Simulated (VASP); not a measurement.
# Ba4Er (Fd-3m) in VASP: relaxation of cell and atoms with PBE

Aim: the relaxation of cell and atoms of Ba4Er with PBE.

Program: VASP 6.6.1. These are calculated values, not measurements. Logs are shortened: lines on timing, memory, paths and dates and some standing lists are left out, and cuts for length are marked.

### Step 1. The cell of the first run

The structure is cubic, space group Fd-3m (No. 227). Conventional cell: a = 12.258 Å, b = 12.258 Å, c = 12.258 Å, α = 90.00°, β = 90.00°, γ = 90.00°. Ba (site symmetry 3m) has 1 Er at 2.68 Å within 3.5 Å. Er (site symmetry -43m) has 4 Ba at 2.68 Å within 3.5 Å.

The cell was generated, and may not be a known phase.

### Step 2. Relaxation of cell and atoms, PBE

The input, INCAR:

```
ALGO = Normal
EDIFF = 1E-7
EDIFFG = -0.08
ENCUT = 500
GGA = PE
GGA_COMPAT = F
IBRION = 2
ISIF = 3
ISMEAR = 0
LASPH = T
LCHARG = F
LMAXMIX = 6
LREAL = F
LWAVE = F
NELM = 200
NELMIN = 4
NSW = 36
PREC = Accurate
SIGMA = 0.2
```

The input, KPOINTS:

```
k-points
0
Gamma
  3 3 3
```

The input, POSCAR:

```
Ba4Er
1.0
    0.0000000000      6.1288055300      6.1288055300
    6.1288055300      0.0000000000      6.1288055300
    6.1288055300      6.1288055300      0.0000000000
Ba Er
8 2
Direct
    0.3761259900      0.3761259900      0.3761259900
    0.3761259900      0.3761259900      0.8716220300
    0.3761259900      0.8716220300      0.3761259900
    0.8738740100      0.8738740100      0.3783779700
    0.8738740100      0.8738740100      0.8738740100
    0.8716220300      0.3761259900      0.3761259900
    0.8738740100      0.3783779700      0.8738740100
    0.3783779700      0.8738740100      0.8738740100
    0.0000000000      0.0000000000      0.0000000000
    0.2500000000      0.2500000000      0.2500000000
```

Potentials or basis: VASP PAW PBE potentials, release 64 (Ba_sv, Er_3), 4f in core.

Launch:

```bash
$ cat potpaw_PBE.64/Ba_sv/POTCAR potpaw_PBE.64/Er_3/POTCAR > POTCAR
$ mpirun -np 1 vasp_std > vasp.out
```

OUTCAR:

```text
EDIFF = 1E-7
   EDIFFG = -0.08
   ENCUT = 500
   GGA = PE
   IBRION = 2
   ISIF = 3
   ISMEAR = 0
   LASPH = T
   LREAL = F
   NELM = 200
   NELMIN = 4
   NSW = 36
   PREC = Accurate

 ion  position               nearest neighbor table
   1  0.376  0.376  0.376-  10 2.68   3 4.29   6 4.29   2 4.29   7 4.33   8 4.33   4 4.33   8 4.33
                             4 4.33   7 4.33   2 4.37   6 4.37   3 4.37
   2  0.376  0.376  0.872-  10 2.68   3 4.29   6 4.29   1 4.29   8 4.33   7 4.33   5 4.33   5 4.33
                             8 4.33   7 4.33   6 4.37   1 4.37   3 4.37
   3  0.376  0.872  0.376-  10 2.68   2 4.29   6 4.29   1 4.29   8 4.33   4 4.33   5 4.33   5 4.33
                             8 4.33   4 4.33   6 4.37   1 4.37   2 4.37
   4  0.874  0.874  0.378-   9 2.68   7 4.29   8 4.29   5 4.29   3 4.33   6 4.33   1 4.33   1 4.33
                             6 4.33   3 4.33   8 4.37   7 4.37   5 4.37
   5  0.874  0.874  0.874-   9 2.68   7 4.29   8 4.29   4 4.29   3 4.33   6 4.33   2 4.33   3 4.33
                             2 4.33   6 4.33   4 4.37   7 4.37   8 4.37
   6  0.872  0.376  0.376-  10 2.68   2 4.29   3 4.29   1 4.29   7 4.33   4 4.33   5 4.33   5 4.33
                             7 4.33   4 4.33   2 4.37   3 4.37   1 4.37
   7  0.874  0.378  0.874-   9 2.68   5 4.29   8 4.29   4 4.29   2 4.33   6 4.33   1 4.33   1 4.33
                             2 4.33   6 4.33   8 4.37   4 4.37   5 4.37
   8  0.378  0.874  0.874-   9 2.68   5 4.29   7 4.29   4 4.29   2 4.33   3 4.33   1 4.33   1 4.33
                             2 4.33   3 4.33   7 4.37   4 4.37   5 4.37
   9  0.000  0.000  0.000-   5 2.68   4 2.68   7 2.68   8 2.68
  10  0.250  0.250  0.250-   1 2.68   2 2.68   3 2.68   6 2.68

  LATTYP: Found a face centered cubic cell.
 ALAT       =    12.2576110600

  Lattice vectors:

 A1 = (   0.0000000000,   6.1288055300,   6.1288055300)
 A2 = (   6.1288055300,   0.0000000000,   6.1288055300)
 A3 = (   6.1288055300,   6.1288055300,   0.0000000000)

Analysis of symmetry for initial positions (statically):
=====================================================================
 Subroutine PRICEL returns:
 Original cell was already a primitive cell.

 Routine SETGRP: Setting up the symmetry group for a
 face centered cubic supercell.

 Subroutine GETGRP returns: Found 48 space group operations
 (whereof 24 operations were pure point group operations)
 out of a pool of 48 trial point group operations.

The static configuration has the point symmetry T_d .
 The point group associated with its full space group is O_h .

Analysis of symmetry for dynamics (positions and initial velocities):
=====================================================================
 Subroutine PRICEL returns:
 Original cell was already a primitive cell.

 Routine SETGRP: Setting up the symmetry group for a
 face centered cubic supercell.

 Subroutine GETGRP returns: Found 48 space group operations
 (whereof 24 operations were pure point group operations)
 out of a pool of 48 trial point group operations.

The dynamic configuration has the point symmetry T_d .
 The point group associated with its full space group is O_h .

 Subroutine INISYM returns: Found 48 space group operations
 (whereof 24 operations are pure point group operations),
 and found     1 'primitive' translations

----------------------------------------------------------------------------------------

                                     Primitive cell

  volume of cell :     460.4235

  direct lattice vectors                    reciprocal lattice vectors
     0.000000000  6.128805530  6.128805530    -0.081581965  0.081581965  0.081581965
     6.128805530  0.000000000  6.128805530     0.081581965 -0.081581965  0.081581965
     6.128805530  6.128805530  0.000000000     0.081581965  0.081581965 -0.081581965

  length of vectors
     8.667439902  8.667439902  8.667439902     0.141304109  0.141304109  0.141304109

  position of ions in fractional coordinates (direct lattice)
     0.376125990  0.376125990  0.376125990
     0.376125990  0.376125990  0.871622030
     0.376125990  0.871622030  0.376125990
     0.873874010  0.873874010  0.378377970
     0.873874010  0.873874010  0.873874010
     0.871622030  0.376125990  0.376125990
     0.873874010  0.378377970  0.873874010
     0.378377970  0.873874010  0.873874010
     0.000000000  0.000000000  0.000000000
     0.250000000  0.250000000  0.250000000

  ion indices of the primitive-cell ions
   primitive index   ion index
                 1           1
                 2           2
                 3           3
                 4           4
                 5           5
                 6           6
                 7           7
                 8           8
                 9           9
                10          10

----------------------------------------------------------------------------------------

 KPOINTS: k-points

Automatic generation of k-mesh.
 Grid dimensions read from file:
 generate k-points for:    3    3    3

 Generating k-lattice:

  Cartesian coordinates                     Fractional coordinates (reciprocal lattice)
    -0.027193988  0.027193988  0.027193988     0.333333333  0.000000000  0.000000000
     0.027193988 -0.027193988  0.027193988     0.000000000  0.333333333  0.000000000
     0.027193988  0.027193988 -0.027193988     0.000000000  0.000000000  0.333333333

  Length of vectors
     0.047101370  0.047101370  0.047101370

  Shift w.r.t. Gamma in fractional coordinates (k-lattice)
     0.000000000  0.000000000  0.000000000

 Subroutine IBZKPT returns following result:
 ===========================================

 Found      4 irreducible k-points:

 Following reciprocal coordinates:
            Coordinates               Weight
  0.000000  0.000000  0.000000      1.000000
  0.333333  0.000000  0.000000      8.000000
  0.333333  0.333333  0.000000      6.000000
 -0.333333  0.333333  0.000000     12.000000
   k-points           NKPTS =      4   k-points in BZ     NKDIM =      4   number of bands    NBANDS=     58
   number of dos      NEDOS =    301   number of ions     NIONS =     10
   total plane-waves  NPLWV = 262144
   dimension x,y,z NGX =    64 NGY =   64 NGZ =   64
   dimension x,y,z NGXF=   128 NGYF=  128 NGZF=  128
   ions per type =               8   2
   NGX,Y,Z   is equivalent  to a cutoff of  12.28, 12.28, 12.28 a.u.
   NGXF,Y,Z  is equivalent  to a cutoff of  24.55, 24.55, 24.55 a.u.
 SYSTEM =  unknown system
   PREC   = accura    normal or accurate (medium, high low for compatibility)
   ISTART =      0    job   : 0-new  1-cont  2-samecut
   ICHARG =      2    charge: 1-file 2-atom 10-const
   ISPIN  =      1    spin polarized calculation?
   LNONCOLLINEAR =      F non collinear calculations
   LSORBIT =      F    spin-orbit coupling
   LASPH  =      T    aspherical Exc in radial PAW
   ENCUT  =  500.0 eV  36.75 Ry    6.06 a.u.  15.80 15.80 15.80*2*pi/ulx,y,z
   NELM   =    200;   NELMIN=  4; NELMDL= -5     # of ELM steps
   EDIFF  = 0.1E-06   stopping-criterion for ELM
   LREAL  =      F    real-space projection
   EDIFFG = -.8E-01   stopping-criterion for IOM
   NSW    =     36    number of steps for IOM
   IBRION =      2    ionic relax: 0-MD 1-quasi-New 2-CG
   NFREE  =      1    steps in history (QN), initial steepest desc. (CG)
   ISIF   =      3    stress and relaxation
   ISYM   =      2    0-nonsym 1-usesym 2-fastsym
   POTIM  = 0.5000    time-step for ionic-motion
   TEBEG  =    0.0;   TEEND  =   0.0 temperature during run
   PSTRESS=    0.0 pullay stress
   NELECT =      98.0000    total number of electrons
   NUPDOWN=      -1.0000    fix difference up-down
   EMIN   =  10.00;   EMAX   =-10.00  energy-range for DOS
   EFERMI =   0.00;   METHOD = LEGACY
   ISMEAR =     0;   SIGMA  =   0.20  broadening in eV -4-tet -1-fermi 0-gaus
   EFERMI_NEDOS =   21; number of points for ismear=-14 and -15
   IALGO  =     38    algorithm
   IMIX   =      4    mixing-type and parameters
     AMIX     =   0.40;   BMIX     =  1.00
     AMIX_MAG =   1.60;   BMIX_MAG =  1.00
  volume/ion in A,a.u.               =      46.04       310.71
  Fermi-wavevector in a.u.,A,eV,Ry     =   0.977457  1.847126 12.999309  0.955422
  Thomas-Fermi vector in A             =   2.108156
   LORBIT       =      0    0 simple, 1 ext, 2 COOP (PROOUT), +10 PAW based schemes
   GGA     = PE    functional components
   LHFCALC =     F    Hartree Fock is set to
   AEXX    =    0.0000 exact exchange contribution
   IVDW    =     0    specifies the selected vdW correction
   LEPSILON=     F    determine dielectric tensor
   LRPA    =     F    only Hartree local field effects (RPA)
 conjugate gradient relaxation of ions
 non-spin polarized calculation
 Gauss-broadening in eV      SIGMA  =   0.20
  energy-cutoff  :      500.00
  volume of cell :      460.42
 maximum number of plane-waves:     11688
   NGX = 31   NGY = 31   NGZ = 31

--------------------------------------- Ionic step        1  -------------------------------------------

 number of electron      98.0000000 magnetization

 Free energy of the ion-electron system (eV)
  ---------------------------------------------------
  ext. energy  EPLUGINS =         0.00000000
  ---------------------------------------------------
  free energy    TOTEN  =       -13.80545649 eV

  energy without entropy =      -13.51782578  energy(sigma->0) =      -13.66164113

------------------------ aborting loop because EDIFF is reached ----------------------------------------

  FORCE on cell =-STRESS in cart. coord.  units (eV):
  Direction    XX          YY          ZZ          XY          YZ          ZX
  --------------------------------------------------------------------------------------
  -------------------------------------------------------------------------------------
  Total       14.2660977     14.2660977     14.2660977     -0.0000000      0.0000000      0.0000000
  in kB       49.6430274     49.6430274     49.6430274     -0.0000000      0.0000000      0.0000000
  external PRESSURE =      49.6430274 kB  Pullay stress =       0.0000000 kB
[... 293 lines left out ...]
  energy  without entropy=      -16.9770325047  energy(sigma->0) =      -17.28628675

--------------------------------------- Ionic step        8  -------------------------------------------

 number of electron      98.0000002 magnetization

 Free energy of the ion-electron system (eV)
  ---------------------------------------------------
  ext. energy  EPLUGINS =         0.00000000
  ---------------------------------------------------
  free energy    TOTEN  =       -17.60425892 eV

  energy without entropy =      -16.99974172  energy(sigma->0) =      -17.30200032

 E-fermi :   1.3322     XC(G=0):  -7.4400

 val. band max:        1.3165714874   @ k =   0.3333   0.3333   0.0000
 cond. band min:       1.3528626359   @ k =  -0.3333   0.3333   0.0000
 fundamental gap:      0.0362911485
 Fermi energy:         1.3322319444

 k-point     1 :       0.0000    0.0000    0.0000
  band No.  band energies     occupation
      1     -27.3563      2.00000
      2     -27.3392      2.00000
      3     -27.3141      2.00000
      4     -27.3141      2.00000
      5     -27.3141      2.00000
      6     -27.3085      2.00000
[... 50 lines left out ...]
     57       2.4391      0.00000
     58       2.4391      0.00000

 k-point     2 :       0.3333    0.0000    0.0000
  band No.  band energies     occupation
      1     -27.3556      2.00000
      2     -27.3444      2.00000
      3     -27.3131      2.00000
      4     -27.3127      2.00000
      5     -27.3127      2.00000
      6     -27.3099      2.00000
[... 50 lines left out ...]
     57       2.3839      0.00000
     58       2.3840      0.00000

 k-point     3 :       0.3333    0.3333    0.0000
  band No.  band energies     occupation
      1     -27.3548      2.00000
      2     -27.3466      2.00000
      3     -27.3141      2.00000
      4     -27.3141      2.00000
      5     -27.3098      2.00000
      6     -27.3084      2.00000
[... 50 lines left out ...]
     57       2.2253      0.00000
     58       2.2253      0.00000

 k-point     4 :      -0.3333    0.3333    0.0000
  band No.  band energies     occupation
      1     -27.3535      2.00000
      2     -27.3492      2.00000
      3     -27.3127      2.00000
      4     -27.3127      2.00000
      5     -27.3120      2.00000
      6     -27.3098      2.00000
[... 87 lines left out ...]
  FREE ENERGIE OF THE ION-ELECTRON SYSTEM (eV)
  ---------------------------------------------------
  free  energy   TOTEN  =       -17.6042589232 eV

  energy  without entropy=      -16.9997417167  energy(sigma->0) =      -17.30200032

 reached required accuracy - stopping structural energy minimisation
```

Run time: 22 min. Hardware: 1 thread of Intel Xeon 6975P-C (Granite Rapids), shared host; peak memory 0.66 GiB.

What came out:

```
Free energy                           : -17.6043 eV
Relaxed volume                        : 60.05 Å³/atom
Relaxed cell                          : a = 9.470 Å, b = 9.470 Å, c = 9.470 Å, α = 60.00°, β = 60.00°, γ = 60.00°
Space group after relaxing (to 0.1 Å) : Fd-3m (No. 227)
Energy gained by relaxing             : 379.9 meV/atom
Ionic steps                           : 8
Pressure after relaxing               : 0.1 GPa
Largest force after relaxing          : 0.041 eV/Å
```

Forces in eV/Å, atoms in the order of the input:
```
Ba   0.024  0.024  0.024
Ba  -0.024 -0.024  0.024
Ba  -0.024  0.024 -0.024
Ba   0.024  0.024 -0.024
Ba  -0.024 -0.024 -0.024
Ba   0.024 -0.024 -0.024
Ba   0.024 -0.024  0.024
Ba  -0.024  0.024  0.024
Er   0.000  0.000  0.000
Er   0.000  0.000  0.000
```

Step by step:
| step | energy change (eV) | largest force (eV/Å) | pressure (GPa) | volume (Å³) |
| --- | --- | --- | --- | --- |
| 1 | 0.0000 | 2.2559 | 4.96 | 460.42 |
| 2 | -2.7552 | 0.9208 | 0.74 | 562.18 |
| 3 | -3.1386 | 0.7243 | 0.18 | 603.75 |
| 4 | -3.4087 | 0.4213 | -0.50 | 692.93 |
| 5 | -3.4080 | 0.4472 | -0.45 | 684.21 |
| 6 | -3.5507 | 0.3775 | -0.35 | 666.20 |
| 7 | -3.7901 | 0.1225 | 0.02 | 614.05 |
| 8 | -3.7988 | 0.0408 | 0.15 | 600.53 |

Final structure:
```
Ba Er
1.0
     0.00000    6.69631    6.69631
     6.69631    0.00000    6.69631
     6.69631    6.69631    0.00000
Ba Er
8 2
Direct
  0.39219 0.39219 0.39219
  0.39219 0.39219 0.82343
  0.39219 0.82343 0.39219
  0.85781 0.85781 0.42657
  0.85781 0.85781 0.85781
  0.82343 0.39219 0.39219
  0.85781 0.42657 0.85781
  0.42657 0.85781 0.85781
  0.00000 0.00000 0.00000
  0.25000 0.25000 0.25000
```

Levels at points of the mesh, in eV from the Fermi level:
```csv
k point,band 45,band 46,band 47,band 48,band 49,band 50,band 51,band 52,band 53,band 54
"(0.00, 0.00, 0.00)",-0.55,-0.55,-0.47,-0.20,-0.20,-0.03,-0.03,0.55,0.55,0.55
```

Caveat: the volume moved by over 15 % at a fixed basis, so the end points are rough; spin-orbit coupling is left out, which moves the levels of the heavy elements; the 4f electrons are frozen in the core, so they carry no moment and show no levels; the relaxation stopped at a loose force limit of 0.08 eV/Å, so its end isn't a converged minimum. Spin polarisation is off, so any magnetic state and its effect on volume and gap are missing.
